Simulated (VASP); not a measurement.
# Ta2Ru (P-62m) in VASP: a series of runs, part 2 of 2

VASP 6.6.1. The steps go on from the part before.

### Step 3. Single point, PBE

This run uses another cell than the first one, of 22.39 Å³/atom.

INCAR

```
PREC = Accurate
ENCUT = 520
EDIFF = 1E-7
ISMEAR = 0
SIGMA = 0.1
LREAL = F
LASPH = T
NELM = 80
ALGO = Normal
ISIF = 2
LWAVE = F
LCHARG = T
GGA = PE
LELF = T
LVHAR = T
NBANDS = 45
```

KPOINTS

```
regular mesh
0
Gamma
  3 3 4
```

POSCAR

```
Ta2Ru
1.0
    7.3979416281      0.0000000036      0.0000000000
   -3.6989708172      6.4068053839      0.0000000000
    0.0000000000      0.0000000000      2.8349174649
Ta Ru
4 2
Direct
    0.6512362522      0.0000000000      0.5000000000
    0.0000000000      0.6512362522      0.5000000000
    0.3487637478      0.3487637478      0.5000000000
    0.0000000000      0.0000000000      0.5000000000
    0.3333333333      0.6666666667      0.5000000000
    0.6666666667      0.3333333333      0.5000000000
```

Potentials or basis: VASP PAW PBE potentials, release 64 (Ta_pv, Ru_pv).

The run is started by

```bash
$ cat potpaw_PBE.64/Ta_pv/POTCAR potpaw_PBE.64/Ru_pv/POTCAR > POTCAR
$ mpirun -np 1 vasp_std > vasp.out
```

OUTCAR:

```text
PREC = Accurate
   ENCUT = 520
   EDIFF = 1E-7
   ISMEAR = 0
   LREAL = F
   LASPH = T
   NELM = 80
   ISIF = 2
   GGA = PE

 ion  position               nearest neighbor table
   1  0.651  0.000  0.500-   6 2.41   5 2.41   4 2.58
   2  0.000  0.651  0.500-   5 2.41   6 2.41   4 2.58
   3  0.349  0.349  0.500-   6 2.41   5 2.41   4 2.58
   4  0.000  0.000  0.500-   1 2.58   3 2.58   2 2.58
   5  0.333  0.667  0.500-   2 2.41   1 2.41   3 2.41
   6  0.667  0.333  0.500-   1 2.41   2 2.41   3 2.41

  LATTYP: Found a hexagonal cell.
 ALAT       =     7.3979416281
 C/A-ratio  =     0.3832035460

  Lattice vectors:

 A1 = (   7.3979416281,   0.0000000036,   0.0000000000)
 A2 = (  -3.6989708172,   6.4068053839,   0.0000000000)
 A3 = (   0.0000000000,   0.0000000000,   2.8349174649)

Analysis of symmetry for initial positions (statically):
=====================================================================
 Subroutine PRICEL returns:
 Original cell was already a primitive cell.

 Routine SETGRP: Setting up the symmetry group for a
 hexagonal supercell.

 Subroutine GETGRP returns: Found 12 space group operations
 (whereof 12 operations were pure point group operations)
 out of a pool of 24 trial point group operations.

The static configuration has the point symmetry D_3h.

Analysis of symmetry for dynamics (positions and initial velocities):
=====================================================================
 Subroutine PRICEL returns:
 Original cell was already a primitive cell.

 Routine SETGRP: Setting up the symmetry group for a
 hexagonal supercell.

 Subroutine GETGRP returns: Found 12 space group operations
 (whereof 12 operations were pure point group operations)
 out of a pool of 24 trial point group operations.

The dynamic configuration has the point symmetry D_3h.

 Subroutine INISYM returns: Found 12 space group operations
[... 109 lines left out ...]
     AMIX_MAG =   1.60;   BMIX_MAG =  1.00
  volume/ion in A,a.u.               =      22.39       151.13
  Fermi-wavevector in a.u.,A,eV,Ry     =   1.329703  2.512775 24.056605  1.768111
  Thomas-Fermi vector in A             =   2.458846
   LORBIT       =      0    0 simple, 1 ext, 2 COOP (PROOUT), +10 PAW based schemes
   GGA     = PE    functional components
   LHFCALC =     F    Hartree Fock is set to
   AEXX    =    0.0000 exact exchange contribution
   IVDW    =     0    specifies the selected vdW correction
   LEPSILON=     F    determine dielectric tensor
   LRPA    =     F    only Hartree local field effects (RPA)
 non-spin polarized calculation
 Gauss-broadening in eV      SIGMA  =   0.10
  energy-cutoff  :      520.00
  volume of cell :      134.37
 maximum number of plane-waves:      3634
 NGX is ok and might be reduce to    56
   NGX = 27   NGY = 27   NGZ = 11

 number of electron      71.9999988 magnetization

 Free energy of the ion-electron system (eV)
  ---------------------------------------------------
  ext. energy  EPLUGINS =         0.00000000
  ---------------------------------------------------
  free energy    TOTEN  =       -58.27687023 eV

  energy without entropy =      -58.23892480  energy(sigma->0) =      -58.25789752

 E-fermi :   4.3412     XC(G=0): -11.0392

 val. band max:        4.3348559420   @ k =   0.0000   0.0000   0.0000
 cond. band min:       4.3567664087   @ k =   0.3333  -0.0000   0.5000
 fundamental gap:      0.0219104667
 Fermi energy:         4.3412258785

 k-point     1 :       0.0000    0.0000    0.0000
  band No.  band energies     occupation
      1     -37.8200      2.00000
      2     -37.8200      2.00000
      3     -37.7688      2.00000
      4     -37.7688      2.00000
      5     -37.3344      2.00000
      6     -37.3328      2.00000
[... 421 lines left out ...]
     44       8.2260      0.00000
     45       8.2261      0.00000

------------------------ aborting loop because EDIFF is reached ----------------------------------------

  FORCE on cell =-STRESS in cart. coord.  units (eV):
  Direction    XX          YY          ZZ          XY          YZ          ZX
  --------------------------------------------------------------------------------------
  -------------------------------------------------------------------------------------
  Total        0.3861468      0.3861468     -0.0841744     -0.0000000      0.0000000      0.0000000
  in kB        4.6043696      4.6043696     -1.0036860     -0.0000000      0.0000000      0.0000000
  external PRESSURE =       2.7350177 kB  Pullay stress =       0.0000000 kB

 VOLUME and BASIS-vectors are now :
 -----------------------------------------------------------------------------
  energy-cutoff  :      520.00
  volume of cell :      134.37
      direct lattice vectors                 reciprocal lattice vectors
     7.397941628  0.000000004  0.000000000     0.135172735  0.078042015  0.000000000
    -3.698970817  6.406805384  0.000000000    -0.000000000  0.156084029  0.000000000
     0.000000000  0.000000000  2.834917465     0.000000000  0.000000000  0.352743955

 POSITION                                       TOTAL-FORCE (eV/Angst)
 -----------------------------------------------------------------------------------
      4.81781      0.00000      1.41746         0.026021      0.000000      0.000000
     -2.40890      4.17234      1.41746        -0.013011      0.022535      0.000000
      1.29007      2.23446      1.41746        -0.013011     -0.022535     -0.000000
      0.00000      0.00000      1.41746         0.000000     -0.000000      0.000000
     -0.00000      4.27120      1.41746         0.000000     -0.000000      0.000000
      3.69897      2.13560      1.41746         0.000000     -0.000000      0.000000
 -----------------------------------------------------------------------------------
    total drift:                                0.000001      0.000002     -0.000000

  FREE ENERGIE OF THE ION-ELECTRON SYSTEM (eV)
  ---------------------------------------------------
  free  energy   TOTEN  =       -58.2768702304 eV

  energy  without entropy=      -58.2389248000  energy(sigma->0) =      -58.25789752
```

OSZICAR:

```text
N       E                     dE             d eps       ncg     rms          rms(c)
DAV:   1     0.779761223314E+03    0.77976E+03   -0.41604E+04   818   0.162E+03
DAV:   2    -0.243254785757E+02   -0.80409E+03   -0.78396E+03   855   0.495E+02
DAV:   3    -0.588696070158E+02   -0.34544E+02   -0.33602E+02  1026   0.904E+01
DAV:   4    -0.599376001389E+02   -0.10680E+01   -0.10549E+01  1012   0.134E+01
DAV:   5    -0.599648468931E+02   -0.27247E-01   -0.27230E-01  1043   0.205E+00    0.249E+01
DAV:   6    -0.592689338982E+02    0.69591E+00   -0.96378E+00  1010   0.132E+01    0.157E+01
DAV:   7    -0.598796435537E+02   -0.61071E+00   -0.20618E+01  1013   0.181E+01    0.111E+01
DAV:   8    -0.585099567663E+02    0.13697E+01   -0.44307E+00  1055   0.987E+00    0.400E+00
DAV:   9    -0.583295968125E+02    0.18036E+00   -0.14164E+00  1003   0.533E+00    0.202E+00
DAV:  10    -0.582855980883E+02    0.43999E-01   -0.25634E-01  1066   0.229E+00    0.936E-01
DAV:  11    -0.582780396850E+02    0.75584E-02   -0.42930E-02  1047   0.100E+00    0.358E-01
DAV:  12    -0.582769059895E+02    0.11337E-02   -0.23437E-03  1023   0.205E-01    0.124E-01
DAV:  13    -0.582769524594E+02   -0.46470E-04   -0.10705E-03  1084   0.125E-01    0.891E-02
DAV:  14    -0.582768712965E+02    0.81163E-04   -0.25024E-04  1039   0.706E-02    0.162E-02
DAV:  15    -0.582768711408E+02    0.15563E-06   -0.15450E-05  1036   0.191E-02    0.826E-03
DAV:  16    -0.582768703171E+02    0.82368E-06   -0.17705E-06   932   0.672E-03    0.190E-03
DAV:  17    -0.582768702304E+02    0.86726E-07   -0.23147E-07   693   0.212E-03
   1 F= -.58276870E+02 E0= -.58257898E+02  d E =-.379454E-01
```

stdout:

```text
POSCAR found type information on POSCAR TaRu
 POSCAR found :  2 types and       6 ions
 scaLAPACK will be used
 LDA part: xc-table for (Slater+PW92), standard interpolation
 POSCAR, INCAR and KPOINTS ok, starting setup
 FFT: planning ... GRIDC
 FFT: planning ... GRID_SOFT
 FFT: planning ... GRID
 WAVECAR not read
 entering main loop
```

It took 98 s on 1 thread of Intel Xeon Platinum 8488C (Sapphire Rapids), shared host; peak memory 0.27 GiB.

What came out:

```yaml
Free_energy: -58.2769 eV
Pressure: 0.3 GPa
Largest_force: 0.026 eV/Å
Band_gap_on_the_k_mesh: zero (bands 36 and 37 overlap by 0.40 eV)
```

Forces in eV/Å, atoms in the order of the input:
```
Ta   0.026  0.000  0.000
Ta  -0.013  0.023  0.000
Ta  -0.013 -0.023  0.000
Ta   0.000  0.000  0.000
Ru   0.000  0.000  0.000
Ru   0.000  0.000  0.000
```

Stress tensor (GPa, compression positive):
```
 0.46  0.00  0.00
 0.00  0.46  0.00
 0.00  0.00 -0.10
```

Caveat: the k points lie up to 0.55 Å⁻¹ apart; spin-orbit coupling is left out, which moves the levels of the heavy elements.

### Step 4. Single point, PBE

This run uses another cell than the first one, of 22.53 Å³/atom.

INCAR, as its differences from that of step 3:

```diff
@@ -2,3 +2,3 @@
 ENCUT = 520
-EDIFF = 1E-7
+EDIFF = 1E-6
 ISMEAR = 0
@@ -8,3 +8,3 @@
 NELM = 80
-ALGO = Normal
+ALGO = Fast
 ISIF = 2
```

KPOINTS

```
Automatic mesh
0
Gamma
  3 3 6
```

POSCAR

```
Ta2Ru
1.0
    7.4351446909      0.0000000000      0.0000000000
   -3.7175723455      6.4390241831      0.0000000000
    0.0000000000      0.0000000000      2.8232220616
Ta Ru
4 2
Direct
    0.6509584770      0.0000000000      0.5000000000
    0.0000000000      0.6509584770      0.5000000000
    0.3490415230      0.3490415230      0.5000000000
    0.0000000000      0.0000000000      0.5000000000
    0.3333333333      0.6666666667      0.5000000000
    0.6666666667      0.3333333333      0.5000000000
```

The run is started by

```bash
$ cat potpaw_PBE.64/Ta_pv/POTCAR potpaw_PBE.64/Ru_pv/POTCAR > POTCAR
$ mpirun -np 1 vasp_std > vasp.out
```

Wall time 2.2 min (1 thread of Intel Xeon Platinum 8488C (Sapphire Rapids), shared host); peak memory 0.28 GiB.

It converged, with:

| Quantity | Value |
| --- | --- |
| Free energy | -58.2282 eV |
| Pressure | -0.2 GPa |
| Largest force | 0.007 eV/Å |
| Band gap on the k mesh | zero (bands 36 and 37 overlap by 0.35 eV) |

Forces in eV/Å, atoms in the order of the input:
```
Ta   0.007  0.000  0.000
Ta  -0.003  0.006  0.000
Ta  -0.003 -0.006  0.000
Ta   0.000  0.000  0.000
Ru   0.000  0.000  0.000
Ru   0.000  0.000  0.000
```

Stress tensor (GPa, compression positive):
```
-0.03  0.00  0.00
 0.00 -0.03  0.00
 0.00  0.00 -0.44
```

Levels at points of the mesh, in eV from the Fermi level:
```
           k point  band 34  band 35  band 36  band 37  band 38  band 39
(0.00, 0.00, 0.00)    -0.47    -0.47     0.00     0.00     0.21     0.21
(0.00, 0.00, 0.50)     0.27     0.29     0.29     1.17     1.17     1.40
```

Caveat: the k points lie up to 0.37 Å⁻¹ apart; spin-orbit coupling is left out, which moves the levels of the heavy elements.

### Step 5. Relaxation of cell and atoms, PBE

INCAR

```
SYSTEM = Ta2Ru
ALGO = Normal
EDIFF = 1E-6
EDIFFG = -0.04
ENCUT = 600
GGA = PE
IBRION = 2
ISIF = 3
ISMEAR = 0
LASPH = .TRUE.
LCHARG = .FALSE.
LREAL = .FALSE.
LWAVE = .FALSE.
NELM = 80
NSW = 90
PREC = Accurate
SIGMA = 0.1
```

KPOINTS

```
k-points
0
G
  3 3 4
  0 0 0
```

POSCAR

```
Ta2Ru
1.0
    5.9314727700      0.0000000000      0.0000000000
   -2.9657363900      5.1368061000      0.0000000000
    0.0000000000      0.0000000000      3.7843462800
Ta Ru
4 2
Direct
    0.6611961400      0.0000000000      0.5000000000
    0.0000000000      0.6611961400      0.5000000000
    0.3388038600      0.3388038600      0.5000000000
    0.0000000000      0.0000000000      0.5000000000
    0.3333333300      0.6666666700      0.5000000000
    0.6666666700      0.3333333300      0.5000000000
```

The run is started by

```bash
$ cat potpaw_PBE.64/Ta_pv/POTCAR potpaw_PBE.64/Ru_pv/POTCAR > POTCAR
$ mpirun -np 1 vasp_std > vasp.out
```

Wall time 20 min (1 thread of Intel Xeon Platinum 8488C (Sapphire Rapids), shared host); peak memory 0.29 GiB.

The run converged. Its results:

| Quantity | Value |
| --- | --- |
| Free energy | -58.2564 eV |
| Relaxed volume | 22.42 Å³/atom |
| Relaxed cell | a = 7.405 Å, b = 7.405 Å, c = 2.833 Å, α = 90.00°, β = 90.00°, γ = 120.00° |
| Space group after relaxing (to 0.1 Å) | P-62m (No. 189) |
| Pressure after relaxing | 0.0 GPa |
| Largest force after relaxing | 0.035 eV/Å |
| Band gap on the k mesh | zero (bands 36 and 37 overlap by 0.39 eV) |

Forces on the atoms (eV/Å):
```
Ta  -0.035  0.000  0.000
Ta   0.018 -0.030  0.000
Ta   0.018  0.030  0.000
Ta   0.000  0.000  0.000
Ru   0.000  0.000  0.000
Ru   0.000  0.000  0.000
```

Final structure:
```cif
data_structure
_symmetry_space_group_name_H-M 'P 1'
_symmetry_Int_Tables_number 1
_cell_length_a 7.4050
_cell_length_b 7.4050
_cell_length_c 2.8325
_cell_angle_alpha 90.000
_cell_angle_beta 90.000
_cell_angle_gamma 120.000
_cell_volume 134.51
loop_
_atom_site_label
_atom_site_type_symbol
_atom_site_fract_x
_atom_site_fract_y
_atom_site_fract_z
_atom_site_occupancy
Ta1 Ta 0.65185 0.00000 0.50000 1
Ta2 Ta 0.00000 0.65185 0.50000 1
Ta3 Ta 0.34815 0.34815 0.50000 1
Ta4 Ta 0.00000 0.00000 0.50000 1
Ru1 Ru 0.33333 0.66667 0.50000 1
Ru2 Ru 0.66667 0.33333 0.50000 1
```

Levels at points of the mesh, in eV from the Fermi level:
```
           k point  band 33  band 34  band 35  band 36  band 37  band 38  band 39  band 40
(0.00, 0.00, 0.00)    -0.54    -0.48    -0.48     0.00     0.00     0.26     0.26     0.97
(0.00, 0.00, 0.50)    -0.56     0.27     0.34     0.34     1.25     1.25     1.43     1.43
```

Caveat: the k points lie up to 0.55 Å⁻¹ apart in the final cell; the volume moved by over 15 % at a fixed basis, so the end points are rough; spin-orbit coupling is left out, which moves the levels of the heavy elements.

### Step 6. The runs side by side

| task | cell | k mesh | cutoff (eV) | gap on the mesh (eV) | pressure (GPa) | largest force (eV/Å) |
| --- | --- | --- | --- | --- | --- | --- |
| single point | a = 5.931, b = 5.931, c = 3.784 Å, angles 90.0, 90.0, 120.0°, 6 atoms, atomic positions A | 3 × 3 × 4 | 520 | none | 122.7 | 1.18 |
| single point | a = 7.398, b = 7.398, c = 2.835 Å, angles 90.0, 90.0, 120.0°, 6 atoms, atomic positions B | 3 × 3 × 4 | 520 | none | 0.3 | 0.03 |
| single point | a = 7.435, b = 7.435, c = 2.823 Å, angles 90.0, 90.0, 120.0°, 6 atoms, atomic positions B | 3 × 3 × 6 | 520 | none | -0.2 | 0.01 |
| relaxation of cell and atoms | relaxed from a = 5.931, b = 5.931, c = 3.784 Å, angles 90.0, 90.0, 120.0°, 6 atoms, atomic positions A | 3 × 3 × 4 | 600 | none | 0.0 | 0.04 |

Alike in all rows: level PBE; potentials or basis VASP PAW PBE potentials, release 64 (Ta_pv, Ru_pv); no spin polarisation; smearing gaussian 0.1 eV.

Caveats: all runs use coarse meshes; spin-orbit coupling is left out, which moves the levels of the heavy elements; atoms lie so close that the PAW spheres overlap strongly, which falsifies energies and pressures (at least some runs); forces of over 1 eV/Å act on the atoms, so gaps and moduli don't describe the material at rest (at least some runs); the volume moved by over 15 % at a fixed basis, so the end points are rough (at least some runs).

Absolute energies hang on the potentials; compare differences alone.
